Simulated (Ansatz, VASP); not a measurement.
## Two plane-wave programs on Sn

Contents of INCAR:

```
SYSTEM = Sn
PREC = Accurate
ENCUT = 500
EDIFF = 1E-6
ISMEAR = 0
SIGMA = 0.15
LREAL = .False.
LASPH = .True.
NELM = 120
ALGO = Normal
ISIF = 2
LWAVE = .False.
LCHARG = .False.
GGA = PS
NBANDS = 21
GGA_COMPAT = .False.
```

File KPOINTS:

```
Automatic mesh
0
Gamma
  12 12 12
  0 0 0
```

POSCAR

```
Sn
1.0
    0.0000000000      3.2456000000      3.2456000000
    3.2456000000      0.0000000000      3.2456000000
    3.2456000000      3.2456000000      0.0000000000
Sn
2
Direct
    0.5462164161      0.4537835839      0.4537835839
    0.7500000000      0.7500000000      0.7500000000
```

Input for Ansatz:

```yaml
crystal:
  lattice:
    - [0.0, 3.2456, 3.2456]
    - [3.2456, 0.0, 3.2456]
    - [3.2456, 3.2456, 0.0]
  atoms:
    - { symbol: Sn, position: [0.5462164161, 0.4537835839, 0.4537835839] }
    - { symbol: Sn, position: [0.75, 0.75, 0.75] }
basis:
  ecutwfc: 420
kpoints:
  mp_grid: { grid: [12, 12, 12] }
hamiltonian:
  xc: pbesol
scf:
  occupations: { method: gaussian, width: 0.15 }
output:
  forces: true
  stress: true
  eigenvalues: true
```

Alike in both runs: task single point; functional PBEsol; k mesh 12 × 12 × 12; occupations gaussian, width 0.15 eV; no spin polarisation.

|  | VASP | Ansatz |
| --- | --- | --- |
| version | VASP 6.6.1 | Ansatz 0.2.0 |
| potentials or method | VASP PAW PBE potentials, release 64 (Sn_d), cutoff 500 eV | scalar-relativistic, plane waves, PAW |
| valence electrons in the cell | 28 | 28 |

|  | VASP | Ansatz | Ansatz less VASP |
| --- | --- | --- | --- |
| gap on the k mesh at the Fermi level (eV) | none | none | - |
| pressure (GPa) | 2.4 | 2.5 | +0.06 |
| traceless stress, the component that is largest in VASP (GPa) | -6.55 | -6.56 | -0.016 |
| rms of the force components (eV/Å) | 1.280 | 1.281 | +0.0016 |

VASP's potentials were made for PBE, not for PBEsol. Atom by atom the forces differ by 0.002 eV/Å (rms over components). A gap of «none» marks a metal or a gap that the smearing closes. The functional is the same, so the differences come from potentials, cutoffs and numerics.
